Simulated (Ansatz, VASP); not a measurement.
# Two plane-wave programs on Zr

File INCAR:

```
SYSTEM = Zr
PREC = Accurate
ENCUT = 520
EDIFF = 1E-6
ISMEAR = -1
SIGMA = 0.05
LREAL = .FALSE.
LASPH = .TRUE.
NELM = 60
ALGO = Normal
ISIF = 2
LWAVE = .FALSE.
LCHARG = .FALSE.
GGA = PE
NBANDS = 19
```

Contents of KPOINTS:

```
Automatic mesh
0
G
  15 15 8
  0 0 0
```

File POSCAR:

```
Zr
1.0
    2.4992142201      0.0000000000      0.0000000000
   -1.2496071101      2.1643830041      0.0000000000
    0.0000000000      0.0000000000      4.4961058991
Zr
2
Direct
    0.3333333333      0.6666666667      0.2500000000
    0.6666666667      0.3333333333      0.7500000000
```

Input for Ansatz:

```yaml
crystal:
  lattice:
    - [2.4992142201, 0.0, 0.0]
    - [-1.2496071101, 2.1643830041, 0.0]
    - [0.0, 0.0, 4.4961058991]
  atoms:
    - { symbol: Zr, position: [0.3333333333, 0.6666666667, 0.25] }
    - { symbol: Zr, position: [0.6666666667, 0.3333333333, 0.75] }
kpoints:
  mp_grid: { grid: [15, 15, 8] }
scf:
  occupations: { method: fermi_dirac, width: 0.05 }
hamiltonian:
  xc: pbe
  pseudopotentials: { kind: paw }
output:
  forces: true
  stress: true
  eigenvalues: true
  populations: true
```

Change from the starting cell: volume scaled by 0.52, PAW files.

Alike in both runs: task single point; functional PBE; k mesh 15 × 15 × 8; occupations fermi-dirac, width 0.05 eV; no spin polarisation.

|  | VASP | Ansatz |
| --- | --- | --- |
| version | VASP 6.6.1 | Ansatz 0.2.0 |
| potentials or method | VASP PAW PBE potentials, release 64 (Zr_sv) | PAW with Ansatz's default frozen-core files, scalar-relativistic |
| plane-wave cutoff (eV) | 520 | 420 |
| valence electrons in the cell | 24 | 24 |

```tsv
	VASP	Ansatz	Ansatz less VASP
pressure (GPa)	171.8	170.4	-1.33
traceless stress, the component that is largest in VASP (GPa)	-0.28	0.38	+0.668
```

Both programs put the cell under a high pressure, so it lies far from rest at this level.

Noted on VASP's run: the cell as given lies far from equilibrium.
